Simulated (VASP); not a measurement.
# Al in VASP: notebook

The runs below take Al through single point, with PBE.

Everything below comes from runs of VASP 6.6.1. Logs are shortened: lines on timing, memory, paths and dates and some standing lists are left out, and cuts for length are marked.

**1. The cell of the first run**

The cell holds a slab with vacuum, 3 atoms: a = 2.857 Å, b = 2.857 Å, c = 20.101 Å, α = 90.00°, β = 90.00°, γ = 120.00°.

**2. Single point, PBE**

The input, INCAR:

```
SYSTEM = Al
ALGO     = Normal         ! electronic algorithm
DIPOL    = 0.5 0.5 0.313
EDIFF    = 1E-7           ! SCF threshold, eV
ENCUT    = 520            ! plane-wave cutoff, eV
GGA      = PE             ! functional
IDIPOL   = 3            
ISIF     = 2              ! what is computed and relaxed
ISMEAR   = 0              ! smearing method
LASPH    = .True.         ! aspherical terms in the spheres
LCHARG   = .True.         ! write CHGCAR
LDIPOL   = .True.       
LELF     = .True.         ! ELF
LREAL    = .False.        ! projectors in reciprocal space
LVACPOTAV= .True.       
LVHAR    = .True.       
LWAVE    = .False.        ! write WAVECAR
NBANDS   = 12             ! bands
NELM     = 100            ! most SCF steps
PREC     = Accurate       ! precision mode
SIGMA    = 0.1            ! smearing width, eV
```

The input, KPOINTS:

```
k-points
0
Gamma
  9 9 1
  0 0 0
```

The input, POSCAR:

```
Al
1.0
    2.8567582918      0.0000000000      0.0000000000
   -1.4283791459      2.4740252532      0.0000000000
    0.0000000000      0.0000000000     20.1013782055
Al
3
Direct
    0.6666666667      0.3333333333      0.1989913308
    0.3333333333      0.6666666667      0.3134471548
    0.0000000000      0.0000000000      0.4278999240
```

Potentials or basis: VASP PAW PBE potentials, release 64 (Al).

Started as:

```sh
$ cat potpaw_PBE.64/Al/POTCAR > POTCAR
$ mpirun -np 1 vasp_std > vasp.out
```

OUTCAR:

```text
SYSTEM = Al
   EDIFF = 1E-7
   ENCUT = 520
   GGA = PE
   ISIF = 2
   ISMEAR = 0
   LASPH = .True.
   LREAL = .False.
   NELM = 100
   PREC = Accurate

 ion  position               nearest neighbor table
   1  0.667  0.333  0.199-   2 2.83   2 2.83   2 2.83
   2  0.333  0.667  0.313-   3 2.83   3 2.83   3 2.83   1 2.83   1 2.83   1 2.83
   3  0.000  0.000  0.428-   2 2.83   2 2.83   2 2.83

  LATTYP: Found a hexagonal cell.
 ALAT       =     2.8567582918
 C/A-ratio  =     7.0364294603

  Lattice vectors:

 A1 = (   2.8567582918,   0.0000000000,   0.0000000000)
 A2 = (  -1.4283791459,   2.4740252532,   0.0000000000)
 A3 = (   0.0000000000,   0.0000000000,  20.1013782055)

Analysis of symmetry for initial positions (statically):
=====================================================================
 Subroutine PRICEL returns:
 Original cell was already a primitive cell.

 Routine SETGRP: Setting up the symmetry group for a
 hexagonal supercell.

 Subroutine GETGRP returns: Found 12 space group operations
 (whereof  6 operations were pure point group operations)
 out of a pool of 24 trial point group operations.

The static configuration has the point symmetry C_3v.
 The point group associated with its full space group is D_3d.

Analysis of symmetry for dynamics (positions and initial velocities):
=====================================================================
 Subroutine PRICEL returns:
 Original cell was already a primitive cell.

 Routine SETGRP: Setting up the symmetry group for a
 hexagonal supercell.

 Subroutine GETGRP returns: Found 12 space group operations
 (whereof  6 operations were pure point group operations)
 out of a pool of 24 trial point group operations.

The dynamic configuration has the point symmetry C_3v.
 The point group associated with its full space group is D_3d.

 Subroutine INISYM returns: Found 12 space group operations
 (whereof  6 operations are pure point group operations),
 and found     1 'primitive' translations

----------------------------------------------------------------------------------------

                                     Primitive cell

  volume of cell :     142.0704

  direct lattice vectors                    reciprocal lattice vectors
     2.856758292  0.000000000  0.000000000     0.350047116  0.202099796  0.000000000
    -1.428379146  2.474025253  0.000000000     0.000000000  0.404199593  0.000000000
     0.000000000  0.000000000 20.101378206     0.000000000  0.000000000  0.049747833

  length of vectors
     2.856758292  2.856758292 20.101378206     0.404199593  0.404199593  0.049747833

  position of ions in fractional coordinates (direct lattice)
     0.666666667  0.333333333  0.198991331
     0.333333333  0.666666667  0.313447155
     0.000000000  0.000000000  0.427899924

  ion indices of the primitive-cell ions
   primitive index   ion index
                 1           1
                 2           2
                 3           3

----------------------------------------------------------------------------------------

 KPOINTS: k-points

Automatic generation of k-mesh.
 Grid dimensions read from file:
 generate k-points for:    9    9    1

 Generating k-lattice:

  Cartesian coordinates                     Fractional coordinates (reciprocal lattice)
     0.038894124  0.022455533  0.000000000     0.111111111  0.000000000  0.000000000
     0.000000000  0.044911066  0.000000000     0.000000000  0.111111111  0.000000000
     0.000000000  0.000000000  0.049747833     0.000000000  0.000000000  1.000000000

  Length of vectors
     0.044911066  0.044911066  0.049747833

  Shift w.r.t. Gamma in fractional coordinates (k-lattice)
     0.000000000  0.000000000  0.000000000

 Subroutine IBZKPT returns following result:
 ===========================================

 Found     12 irreducible k-points:

 Following reciprocal coordinates:
            Coordinates               Weight
  0.000000  0.000000  0.000000      1.000000
  0.111111  0.000000  0.000000      6.000000
  0.222222  0.000000  0.000000      6.000000
  0.333333  0.000000  0.000000      6.000000
  0.444444  0.000000  0.000000      6.000000
  0.111111  0.111111  0.000000      6.000000
  0.222222  0.111111  0.000000     12.000000
  0.333333  0.111111  0.000000     12.000000
  0.444444  0.111111  0.000000      6.000000
  0.222222  0.222222  0.000000      6.000000
  0.333333  0.222222  0.000000     12.000000
  0.333333  0.333333  0.000000      2.000000
   k-points           NKPTS =     12   k-points in BZ     NKDIM =     12   number of bands    NBANDS=     12
   number of dos      NEDOS =    301   number of ions     NIONS =      3
   total plane-waves  NPLWV =  86400
   dimension x,y,z NGX =    24 NGY =   24 NGZ =  150
   dimension x,y,z NGXF=    48 NGYF=   48 NGZF=  300
   ions per type =               3
   NGX,Y,Z   is equivalent  to a cutoff of  13.97, 13.97, 12.41 a.u.
   NGXF,Y,Z  is equivalent  to a cutoff of  27.93, 27.93, 24.81 a.u.
 SYSTEM =  Al
   PREC   = accura    normal or accurate (medium, high low for compatibility)
   ISTART =      0    job   : 0-new  1-cont  2-samecut
   ICHARG =      2    charge: 1-file 2-atom 10-const
   ISPIN  =      1    spin polarized calculation?
   LNONCOLLINEAR =      F non collinear calculations
   LSORBIT =      F    spin-orbit coupling
   LASPH  =      T    aspherical Exc in radial PAW
   ENCUT  =  520.0 eV  38.22 Ry    6.18 a.u.   5.31  5.31 37.38*2*pi/ulx,y,z
   NELM   =    100;   NELMIN=  2; NELMDL= -5     # of ELM steps
   EDIFF  = 0.1E-06   stopping-criterion for ELM
   LREAL  =      F    real-space projection
   EDIFFG = 0.1E-05   stopping-criterion for IOM
   NSW    =      0    number of steps for IOM
   IBRION =     -1    ionic relax: 0-MD 1-quasi-New 2-CG
   NFREE  =      0    steps in history (QN), initial steepest desc. (CG)
   ISIF   =      2    stress and relaxation
   ISYM   =      2    0-nonsym 1-usesym 2-fastsym
   POTIM  = 0.5000    time-step for ionic-motion
   TEBEG  =    0.0;   TEEND  =   0.0 temperature during run
   PSTRESS=    0.0 pullay stress
   NELECT =       9.0000    total number of electrons
   NUPDOWN=      -1.0000    fix difference up-down
   EMIN   =  10.00;   EMAX   =-10.00  energy-range for DOS
   EFERMI =   0.00;   METHOD = LEGACY
   ISMEAR =     0;   SIGMA  =   0.10  broadening in eV -4-tet -1-fermi 0-gaus
   EFERMI_NEDOS =   21; number of points for ismear=-14 and -15
   IALGO  =     38    algorithm
   IMIX   =      4    mixing-type and parameters
     AMIX     =   0.40;   BMIX     =  1.00
     AMIX_MAG =   1.60;   BMIX_MAG =  1.00
  volume/ion in A,a.u.               =      47.36       319.58
  Fermi-wavevector in a.u.,A,eV,Ry     =   0.652611  1.233256  5.794740  0.425901
  Thomas-Fermi vector in A             =   1.722587
   LORBIT       =      0    0 simple, 1 ext, 2 COOP (PROOUT), +10 PAW based schemes
   GGA     = PE    functional components
   LHFCALC =     F    Hartree Fock is set to
   AEXX    =    0.0000 exact exchange contribution
   IVDW    =     0    specifies the selected vdW correction
   LEPSILON=     F    determine dielectric tensor
   LRPA    =     F    only Hartree local field effects (RPA)
 non-spin polarized calculation
 Gauss-broadening in eV      SIGMA  =   0.10
  energy-cutoff  :      520.00
  volume of cell :      142.07
 maximum number of plane-waves:      3849
 NGX is ok and might be reduce to    24
   NGX = 11   NGY = 11   NGZ = 75

 dipolmoment           0.000000      0.000000      0.000764 electrons x Angstroem

 number of electron       9.0000000 magnetization

 dipolmoment           0.000000      0.000000     -0.000093 electrons x Angstroem

 Free energy of the ion-electron system (eV)
  ---------------------------------------------------
  ext. energy  EPLUGINS =         0.00000000
  ---------------------------------------------------
  free energy    TOTEN  =       -10.46078120 eV

  energy without entropy =      -10.43821317  energy(sigma->0) =      -10.44949719

 E-fermi :   0.2966     XC(G=0):  -4.4168

 val. band max:        0.2902072373   @ k =   0.4444   0.1111   0.0000
 cond. band min:       0.3165062438   @ k =   0.3333   0.1111   0.0000
 fundamental gap:      0.0262990065
 Fermi energy:         0.2966148159

 k-point     1 :       0.0000    0.0000    0.0000
  band No.  band energies     occupation
      1     -10.3659      2.00000
      2      -8.6141      2.00000
      3      -5.8962      2.00000
      4      -2.7994      2.00000
      5       0.7720      0.00000
      6       3.2543      0.00000
      7       4.0080      0.00000
      8       5.3179      0.00000
      9       5.3477      0.00000
     10       7.9287      0.00000
     11       8.0835      0.00000
     12      11.3894      0.00000

 k-point     2 :       0.1111    0.0000    0.0000
  band No.  band energies     occupation
      1     -10.0685      2.00000
      2      -8.3191      2.00000
      3      -5.6022      2.00000
      4      -2.5191      2.00000
      5       1.0501      0.00000
      6       3.5401      0.00000
      7       4.3061      0.00000
      8       5.6069      0.00000
      9       5.6236      0.00000
     10       7.6832      0.00000
     11       8.2498      0.00000
     12       8.3775      0.00000

 k-point     3 :       0.2222    0.0000    0.0000
  band No.  band energies     occupation
      1      -9.1803      2.00000
      2      -7.4382      2.00000
      3      -4.7263      2.00000
      4      -1.6810      2.00000
      5       1.8287      0.00000
      6       3.6294      0.00000
      7       4.5172      0.00000
      8       5.2189      0.00000
      9       5.2959      0.00000
     10       6.4693      0.00000
     11       6.5630      0.00000
     12       7.7454      0.00000
[... 106 lines left out ...]
 k-point    11 :       0.3333    0.2222    0.0000
  band No.  band energies     occupation
      1      -4.8255      2.00000
      2      -3.1468      2.00000
      3      -2.3127      2.00000
      4      -0.7673      2.00000
      5      -0.3090      2.00000
      6       0.3522      0.43191
      7       1.8850      0.00000
      8       2.3989      0.00000
      9       2.6920      0.00000
     10       4.6704      0.00000
     11       5.0272      0.00000
     12       6.3526      0.00000

 k-point    12 :       0.3333    0.3333    0.0000
  band No.  band energies     occupation
      1      -2.5990      2.00000
      2      -2.5989      2.00000
      3      -2.5151      2.00000
      4      -1.4110      2.00000
      5      -0.6135      2.00000
      6      -0.6128      2.00000
      7       1.9117      0.00000
      8       1.9125      0.00000
      9       2.2836      0.00000
     10       4.7376      0.00000
     11       4.7380      0.00000
     12       4.8202      0.00000

------------------------ aborting loop because EDIFF is reached ----------------------------------------

  FORCE on cell =-STRESS in cart. coord.  units (eV):
  Direction    XX          YY          ZZ          XY          YZ          ZX
  --------------------------------------------------------------------------------------
  -------------------------------------------------------------------------------------
  Total       -1.0019154     -1.0019154      0.8008188      0.0000000      0.0000000      0.0000000
  in kB      -11.2989520    -11.2989520      9.0311154      0.0000000      0.0000000      0.0000000
  external PRESSURE =      -4.5222629 kB  Pullay stress =       0.0000000 kB

 VOLUME and BASIS-vectors are now :
 -----------------------------------------------------------------------------
  energy-cutoff  :      520.00
  volume of cell :      142.07
      direct lattice vectors                 reciprocal lattice vectors
     2.856758292  0.000000000  0.000000000     0.350047116  0.202099796  0.000000000
    -1.428379146  2.474025253  0.000000000     0.000000000  0.404199593  0.000000000
     0.000000000  0.000000000 20.101378206     0.000000000  0.000000000  0.049747833

 POSITION                                       TOTAL-FORCE (eV/Angst)
 -----------------------------------------------------------------------------------
      1.42838      0.82468      4.00000        -0.000000     -0.000000     -0.174499
     -0.00000      1.64935      6.30072         0.000000      0.000000      0.000000
      0.00000      0.00000      8.60138        -0.000000      0.000000      0.174499
 -----------------------------------------------------------------------------------
    total drift:                                0.000000     -0.000000     -0.002366

  FREE ENERGIE OF THE ION-ELECTRON SYSTEM (eV)
  ---------------------------------------------------
  free  energy   TOTEN  =       -10.4607812037 eV

  energy  without entropy=      -10.4382131733  energy(sigma->0) =      -10.44949719

 vacuum level on the upper side and lower side of the slab         4.205         4.207
```

Wall time 34 s (1 thread of Intel Xeon Platinum 8259CL at 2.50GHz (Skylake/Cascade Lake), shared host); peak memory 0.25 GiB.

What came out:

| Quantity | Value |
| --- | --- |
| Free energy | -10.4608 eV |
| Largest force | 0.174 eV/Å |

Forces on the atoms (eV/Å):
```
Al   0.000  0.000 -0.174
Al   0.000  0.000  0.000
Al   0.000  0.000  0.174
```

**3. Single point, PBE**

This run uses another cell than the first one, of 43.97 Å³/atom, 0.929 times its volume.

The input, INCAR:

```
SYSTEM = Al
PREC     = Accurate       ! precision mode
ENCUT    = 520            ! plane-wave cutoff, eV
EDIFF    = 1E-6           ! SCF threshold, eV
ISMEAR   = 0              ! smearing method
SIGMA    = 0.1            ! smearing width, eV
LREAL    = .False.        ! projectors in reciprocal space
LASPH    = .True.         ! aspherical terms in the spheres
NELM     = 80             ! most SCF steps
ALGO     = Normal         ! electronic algorithm
ISIF     = 2              ! what is computed and relaxed
LWAVE    = .False.        ! write WAVECAR
LCHARG   = .False.        ! write CHGCAR
LDIPOL   = .True.       
IDIPOL   = 3            
DIPOL    = 0.5 0.5 0.498
GGA      = PE             ! functional
NBANDS   = 12             ! bands
```

The input, KPOINTS:

```
Automatic mesh
0
Gamma
  12 12 1
  0 0 0
```

The input, POSCAR:

```
Al
1.0
    2.8567582918      0.0000000000      0.0000000000
   -1.4283791459      2.4740252532      0.0000000000
    0.0000000000      0.0000000000     18.6650667556
Al
3
Direct
    0.6666666667      0.3333333333      0.3750321438
    0.3333333333      0.6666666667      0.4982955554
    0.0000000000      0.0000000000      0.6215556771
```

Potentials or basis: VASP PAW PBE potentials, release 64 (Al).

Started as:

```sh
$ cat potpaw_PBE.64/Al/POTCAR > POTCAR
$ mpirun -np 1 vasp_std > vasp.out
```

It took 36 s on 1 thread of Intel Xeon Platinum 8259CL at 2.50GHz (Skylake/Cascade Lake), shared host; peak memory 0.25 GiB.

Results (log left out):

* Free energy: -10.5317 eV
* Largest force: 0.004 eV/Å

Forces on the atoms (eV/Å):
```
Al   0.000  0.000  0.004
Al   0.000  0.000  0.000
Al   0.000  0.000 -0.004
```

Levels at points of the mesh, in eV from the Fermi level:
```tsv
k point	band 1	band 2	band 3	band 4	band 5	band 6	band 7	band 8
(0.00, 0.00, 0.00)	-10.57	-8.86	-6.16	-3.06	0.50	2.99	3.70	5.35
(0.50, 0.00, 0.00)	-4.70	-4.66	-3.28	-2.74	-0.39	-0.15	2.60	2.65
```

**4. Single point, PBE**

This run uses another cell than the first one, of 43.97 Å³/atom, 0.929 times its volume.

INCAR is that of step 3.

KPOINTS is that of step 3.

The input, POSCAR:

```
Al
1.0
    2.8567582919      0.0000000000      0.0000000000
   -1.4283791460      2.4740252533      0.0000000000
    0.0000000000      0.0000000000     18.6650667558
Al
3
Direct
    0.6666666667      0.3333333333      0.3750321438
    0.3333333333      0.6666666667      0.4982955584
    0.0000000000      0.0000000000      0.6215556764
```

Started as:

```sh
$ cat potpaw_PBE.64/Al/POTCAR > POTCAR
$ mpirun -np 1 vasp_std > vasp.out
```

Run time: 30 s. Hardware: 1 thread of Intel Xeon 6975P-C (Granite Rapids), shared host; peak memory 0.25 GiB.

The run converged. Its results:

* Free energy: -10.5317 eV
* Largest force: 0.004 eV/Å

Forces on the atoms (eV/Å):
```
Al   0.000  0.000  0.004
Al   0.000  0.000  0.000
Al   0.000  0.000 -0.004
```

Levels at points of the mesh, in eV from the Fermi level:
| k point | band 2 | band 3 | band 4 | band 5 | band 6 | band 7 |
| --- | --- | --- | --- | --- | --- | --- |
| (0.00, 0.00, 0.00) | -8.86 | -6.16 | -3.06 | 0.50 | 2.99 | 3.70 |
| (0.50, 0.00, 0.00) | -4.66 | -3.28 | -2.74 | -0.39 | -0.15 | 2.60 |
